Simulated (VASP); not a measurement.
# As3Ru (Pm-3m) in VASP: a series of runs, part 2 of 2

VASP 6.6.1.

### Step 4. Relaxation of cell and atoms, PBE

This run uses another cell than the first one, of 17.01 Å³/atom, 0.792 times its volume.

File INCAR:

```
PREC     = Accurate       # precision mode
ENCUT    = 600            # plane-wave cutoff, eV
EDIFF    = 1E-6           # SCF threshold, eV
ISMEAR   = 0              # smearing method
SIGMA    = 0.1            # smearing width, eV
LREAL    = False          # projectors in reciprocal space
LASPH    = True           # aspherical terms in the spheres
NELM     = 80             # most SCF steps
ALGO     = Normal         # electronic algorithm
ISIF     = 3              # what is computed and relaxed
LWAVE    = False          # write WAVECAR
LCHARG   = False          # write CHGCAR
GGA      = PE             # functional
IBRION   = 2              # ionic algorithm
NSW      = 100            # ionic steps
EDIFFG   = -0.01          # ionic threshold
```

File KPOINTS:

```
Automatic mesh
0
Gamma
  12 12 12
```

File POSCAR:

```
As3Ru
1.0
    4.0823344314      0.0000000000      0.0000000000
    0.0000000000      4.0823344314      0.0000000000
    0.0000000000      0.0000000000      4.0823344314
As Ru
3 1
Direct
    0.5000000000      0.5000000000      0.0000000000
    0.5000000000      0.0000000000      0.5000000000
    0.0000000000      0.5000000000      0.5000000000
    0.0000000000      0.0000000000      0.0000000000
```

Potentials or basis: VASP PAW PBE potentials, release 64 (As, Ru_pv).

Run with:

```sh
$ cat potpaw_PBE.64/As/POTCAR potpaw_PBE.64/Ru_pv/POTCAR > POTCAR
$ mpirun -np 1 vasp_std > vasp.out
```

OUTCAR:

```text
PREC = Accurate
   ENCUT = 600
   EDIFF = 1E-6
   ISMEAR = 0
   LREAL = False
   LASPH = True
   NELM = 80
   ISIF = 3
   GGA = PE
   IBRION = 2
   NSW = 100
   EDIFFG = -0.01

 ion  position               nearest neighbor table
   1  0.500  0.500  0.000-   2 2.89   3 2.89   4 2.89   2 2.89   3 2.89   2 2.89   4 2.89   2 2.89
                             3 2.89   4 2.89   3 2.89   4 2.89
   2  0.500  0.000  0.500-   1 2.89   3 2.89   4 2.89   1 2.89   4 2.89   1 2.89   3 2.89   1 2.89
                             3 2.89   4 2.89   4 2.89   3 2.89
   3  0.000  0.500  0.500-   1 2.89   2 2.89   4 2.89   1 2.89   4 2.89   2 2.89   4 2.89   4 2.89
                             1 2.89   2 2.89   1 2.89   2 2.89
   4  0.000  0.000  0.000-   1 2.89   2 2.89   3 2.89   2 2.89   3 2.89   1 2.89   3 2.89   3 2.89
                             1 2.89   2 2.89   2 2.89   1 2.89

  LATTYP: Found a simple cubic cell.
 ALAT       =     4.0823344314

  Lattice vectors:

 A1 = (   4.0823344314,   0.0000000000,   0.0000000000)
 A2 = (   0.0000000000,   4.0823344314,   0.0000000000)
 A3 = (   0.0000000000,   0.0000000000,   4.0823344314)

Analysis of symmetry for initial positions (statically):
=====================================================================
 Subroutine PRICEL returns:
 Original cell was already a primitive cell.

 Routine SETGRP: Setting up the symmetry group for a
 simple cubic supercell.

 Subroutine GETGRP returns: Found 48 space group operations
 (whereof 48 operations were pure point group operations)
 out of a pool of 48 trial point group operations.

The static configuration has the point symmetry O_h .

Analysis of symmetry for dynamics (positions and initial velocities):
=====================================================================
 Subroutine PRICEL returns:
 Original cell was already a primitive cell.

 Routine SETGRP: Setting up the symmetry group for a
 simple cubic supercell.

 Subroutine GETGRP returns: Found 48 space group operations
 (whereof 48 operations were pure point group operations)
 out of a pool of 48 trial point group operations.

The dynamic configuration has the point symmetry O_h .

 Subroutine INISYM returns: Found 48 space group operations
 (whereof 48 operations are pure point group operations),
 and found     1 'primitive' translations

----------------------------------------------------------------------------------------

                                     Primitive cell

  volume of cell :      68.0340

  direct lattice vectors                    reciprocal lattice vectors
     4.082334431  0.000000000  0.000000000     0.244957883  0.000000000  0.000000000
     0.000000000  4.082334431  0.000000000     0.000000000  0.244957883  0.000000000
     0.000000000  0.000000000  4.082334431     0.000000000  0.000000000  0.244957883

  length of vectors
     4.082334431  4.082334431  4.082334431     0.244957883  0.244957883  0.244957883

  position of ions in fractional coordinates (direct lattice)
     0.500000000  0.500000000  0.000000000
     0.500000000  0.000000000  0.500000000
[... 38 lines left out ...]
  0.000000  0.000000  0.000000      1.000000
  0.083333  0.000000  0.000000      6.000000
  0.166667  0.000000  0.000000      6.000000
  0.250000  0.000000  0.000000      6.000000
  0.333333  0.000000  0.000000      6.000000
  0.416667  0.000000  0.000000      6.000000
[... 16 lines left out ...]
  0.333333  0.333333  0.000000     12.000000
  0.416667  0.333333  0.000000     24.000000
 [... further k-points ...]
   k-points           NKPTS =     84   k-points in BZ     NKDIM =     84   number of bands    NBANDS=     18
   number of dos      NEDOS =    301   number of ions     NIONS =      4
   total plane-waves  NPLWV =  46656
   dimension x,y,z NGX =    36 NGY =   36 NGZ =   36
   dimension x,y,z NGXF=    72 NGYF=   72 NGZF=   72
   ions per type =               3   1
   NGX,Y,Z   is equivalent  to a cutoff of  14.66, 14.66, 14.66 a.u.
   NGXF,Y,Z  is equivalent  to a cutoff of  29.32, 29.32, 29.32 a.u.
 SYSTEM =  unknown system
   PREC   = accura    normal or accurate (medium, high low for compatibility)
   ISTART =      0    job   : 0-new  1-cont  2-samecut
   ICHARG =      2    charge: 1-file 2-atom 10-const
   ISPIN  =      1    spin polarized calculation?
   LNONCOLLINEAR =      F non collinear calculations
   LSORBIT =      F    spin-orbit coupling
   LASPH  =      T    aspherical Exc in radial PAW
   ENCUT  =  600.0 eV  44.10 Ry    6.64 a.u.   8.15  8.15  8.15*2*pi/ulx,y,z
   NELM   =     80;   NELMIN=  2; NELMDL= -5     # of ELM steps
   EDIFF  = 0.1E-05   stopping-criterion for ELM
   LREAL  =      F    real-space projection
   EDIFFG = -.1E-01   stopping-criterion for IOM
   NSW    =    100    number of steps for IOM
   IBRION =      2    ionic relax: 0-MD 1-quasi-New 2-CG
   NFREE  =      1    steps in history (QN), initial steepest desc. (CG)
   ISIF   =      3    stress and relaxation
   ISYM   =      2    0-nonsym 1-usesym 2-fastsym
   POTIM  = 0.5000    time-step for ionic-motion
   TEBEG  =    0.0;   TEEND  =   0.0 temperature during run
   PSTRESS=    0.0 pullay stress
   NELECT =      29.0000    total number of electrons
   NUPDOWN=      -1.0000    fix difference up-down
   EMIN   =  10.00;   EMAX   =-10.00  energy-range for DOS
   EFERMI =   0.00;   METHOD = LEGACY
   ISMEAR =     0;   SIGMA  =   0.10  broadening in eV -4-tet -1-fermi 0-gaus
   EFERMI_NEDOS =   21; number of points for ismear=-14 and -15
   IALGO  =     38    algorithm
   IMIX   =      4    mixing-type and parameters
     AMIX     =   0.40;   BMIX     =  1.00
     AMIX_MAG =   1.60;   BMIX_MAG =  1.00
  volume/ion in A,a.u.               =      17.01       114.78
  Fermi-wavevector in a.u.,A,eV,Ry     =   1.232061  2.328258 20.653298  1.517975
  Thomas-Fermi vector in A             =   2.366846
   LORBIT       =      0    0 simple, 1 ext, 2 COOP (PROOUT), +10 PAW based schemes
   GGA     = PE    functional components
   LHFCALC =     F    Hartree Fock is set to
   AEXX    =    0.0000 exact exchange contribution
   IVDW    =     0    specifies the selected vdW correction
   LEPSILON=     F    determine dielectric tensor
   LRPA    =     F    only Hartree local field effects (RPA)
 conjugate gradient relaxation of ions
 non-spin polarized calculation
 Gauss-broadening in eV      SIGMA  =   0.10
  energy-cutoff  :      600.00
  volume of cell :       68.03
 maximum number of plane-waves:      2301
 NGX is ok and might be reduce to    36
   NGX = 17   NGY = 17   NGZ = 17

--------------------------------------- Ionic step        1  -------------------------------------------

 number of electron      29.0000006 magnetization

 Free energy of the ion-electron system (eV)
  ---------------------------------------------------
  ext. energy  EPLUGINS =         0.00000000
  ---------------------------------------------------
  free energy    TOTEN  =       -21.24827176 eV

  energy without entropy =      -21.23394928  energy(sigma->0) =      -21.24111052

------------------------ aborting loop because EDIFF is reached ----------------------------------------

  FORCE on cell =-STRESS in cart. coord.  units (eV):
  Direction    XX          YY          ZZ          XY          YZ          ZX
  --------------------------------------------------------------------------------------
  -------------------------------------------------------------------------------------
  Total        0.3700692      0.3700692      0.3700692      0.0000000     -0.0000000      0.0000000
  in kB        8.7150076      8.7150076      8.7150076      0.0000000     -0.0000000      0.0000000
  external PRESSURE =       8.7150076 kB  Pullay stress =       0.0000000 kB
[... 63 lines left out ...]
--------------------------------------- Ionic step        3  -------------------------------------------

 number of electron      29.0000007 magnetization

 Free energy of the ion-electron system (eV)
  ---------------------------------------------------
  ext. energy  EPLUGINS =         0.00000000
  ---------------------------------------------------
  free energy    TOTEN  =       -21.24960801 eV

  energy without entropy =      -21.23521437  energy(sigma->0) =      -21.24241119

 E-fermi :   8.1044     XC(G=0): -11.5840

 val. band max:        8.0777075856   @ k =   0.4167   0.4167   0.2500
 cond. band min:       8.1135185494   @ k =   0.3333   0.1667   0.0833
 fundamental gap:      0.0358109638
 Fermi energy:         8.1044415701

 k-point     1 :       0.0000    0.0000    0.0000
  band No.  band energies     occupation
      1     -33.8578      2.00000
      2     -33.8578      2.00000
      3     -33.8578      2.00000
      4      -6.9629      2.00000
      5      -0.7723      2.00000
      6      -0.7723      2.00000
[... 481 lines left out ...]
      5      -3.3173      2.00000
      6      -2.3247      2.00000
[... 10 lines left out ...]
     17       9.4563      0.00000
     18      10.5256      0.00000

 [... further k-points ...]
[... 5 lines left out ...]
  --------------------------------------------------------------------------------------
  -------------------------------------------------------------------------------------
  Total        0.0011657      0.0011657      0.0011657      0.0000000     -0.0000000      0.0000000
  in kB        0.0272539      0.0272539      0.0272539      0.0000000     -0.0000000      0.0000000
  external PRESSURE =       0.0272539 kB  Pullay stress =       0.0000000 kB
[... 19 lines left out ...]
  FREE ENERGIE OF THE ION-ELECTRON SYSTEM (eV)
  ---------------------------------------------------
  free  energy   TOTEN  =       -21.2496080094 eV

  energy  without entropy=      -21.2352143716  energy(sigma->0) =      -21.24241119

 reached required accuracy - stopping structural energy minimisation
```

Run time: 6.8 min. Hardware: 1 thread of AMD EPYC 7R13, shared host; peak memory 0.27 GiB.

What came out:

| Quantity | Value |
| --- | --- |
| Free energy | -21.2496 eV |
| Relaxed volume | 17.13 Å³/atom |
| Relaxed cell | a = 4.092 Å, b = 4.092 Å, c = 4.092 Å, α = 90.00°, β = 90.00°, γ = 90.00° |
| Space group after relaxing (to 0.05 Å) | Pm-3m (No. 221) |
| Energy gained by relaxing | 0.3 meV/atom |
| Ionic steps | 3 |
| Pressure after relaxing | 0.0 GPa |

Step by step:
| step | energy change (eV) | largest force (eV/Å) | pressure (GPa) | volume (Å³) |
| --- | --- | --- | --- | --- |
| 1 | 0.0000 | 0.0000 | 0.87 | 68.03 |
| 2 | -0.0004 | 0.0000 | -0.71 | 68.95 |
| 3 | -0.0013 | 0.0000 | 0.00 | 68.53 |

Final structure:
```yaml
crystal:
  lattice:
    - [4.09218, 0.00000, 0.00000]
    - [0.00000, 4.09218, 0.00000]
    - [0.00000, 0.00000, 4.09218]
  atoms:
    - { symbol: As, position: [0.50000, 0.50000, 0.00000] }
    - { symbol: As, position: [0.50000, 0.00000, 0.50000] }
    - { symbol: As, position: [0.00000, 0.50000, 0.50000] }
    - { symbol: Ru, position: [0.00000, 0.00000, 0.00000] }
```

### Step 5. Summary

| task | cell | k mesh | cutoff (eV) | gap on the mesh (eV) | pressure (GPa) |
| --- | --- | --- | --- | --- | --- |
| single point | a = 4.412 Å, 4 atoms | 4 × 4 × 4 | 520 | none | -16.5 |
| single point | a = 4.091 Å, 4 atoms | 12 × 12 × 12 | 520 | none | 0.1 |
| relaxation of cell and atoms | relaxed from a = 4.082 Å, 4 atoms | 12 × 12 × 12 | 600 | none | 0.0 |

Alike in all rows: level PBE; potentials or basis VASP PAW PBE potentials, release 64 (As, Ru_pv); no spin polarisation; smearing gaussian 0.1 eV.

Absolute energies hang on the potentials; compare differences alone.
